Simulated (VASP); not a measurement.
Set up this calculation in VASP 6.6.1, as the native input.

| Item | Value |
| --- | --- |
| Task | single point |
| Functional | LDA |
| Potentials or basis | VASP PAW LDA potentials, release 64 (Si, O) |
| Cutoff | 520 eV |
| k mesh | 8 × 8 × 8 |
| Occupations | gaussian, width 0.05 eV |
| Spin | no spin polarisation |
| Dipole correction | no |
| Further INCAR settings | ALGO = Normal; EDIFF = 1e-06; NBANDS = 25 |

The structure of SiO2 lies in POSCAR:

```
SiO2
1.0
   -2.4962365213      2.4962365213      3.5458453581
    2.4962365213     -2.4962365213      3.5458453581
    2.4962365213      2.4962365213     -3.5458453581
Si O
2 4
Direct
    0.0000000000      0.0000000000      0.0000000000
    0.7500000000      0.2500000000      0.5000000000
    0.9742769968      0.6250000000      0.8492769968
    0.3750000000      0.2242769968      0.3492769968
    0.7757230032      0.1250000000      0.1507230032
    0.8750000000      0.0257230032      0.6507230032
```

This cell differs from its parent crystal: ratio of the length along z to the lengths across it x 0.96, volume and fractional coordinates fixed.

One way to write it, as run:

INCAR

```
SYSTEM = SiO2
  ALGO = Normal
  EDIFF = 1E-6
  ENCUT = 520
  ISIF = 2
  ISMEAR = 0
  LASPH = .TRUE.
  LCHARG = .TRUE.
  LELF = .TRUE.
  LREAL = .FALSE.
  LVHAR = .TRUE.
  LWAVE = .FALSE.
  NBANDS = 25
  NELM = 80
  PREC = Accurate
  SIGMA = 0.05
```

KPOINTS

```
k-points
0
G
  8 8 8
  0 0 0
```

Potentials or basis: VASP PAW LDA potentials, release 64 (Si, O).

Command:

```console
$ cat potpaw_LDA.64/Si/POTCAR potpaw_LDA.64/O/POTCAR > POTCAR
$ mpirun -np 1 vasp_std > vasp.out
```

Results of the run:

| Property | Result |
| --- | --- |
| Pressure | 0.4 GPa |
| Largest force | 0.021 eV/Å |
| Band gap on the k mesh | 5.77 eV |

Wall time 86 s on 1 thread of AMD EPYC 9R45 (Zen 5), with other jobs on the host, peak memory 0.21 GiB.
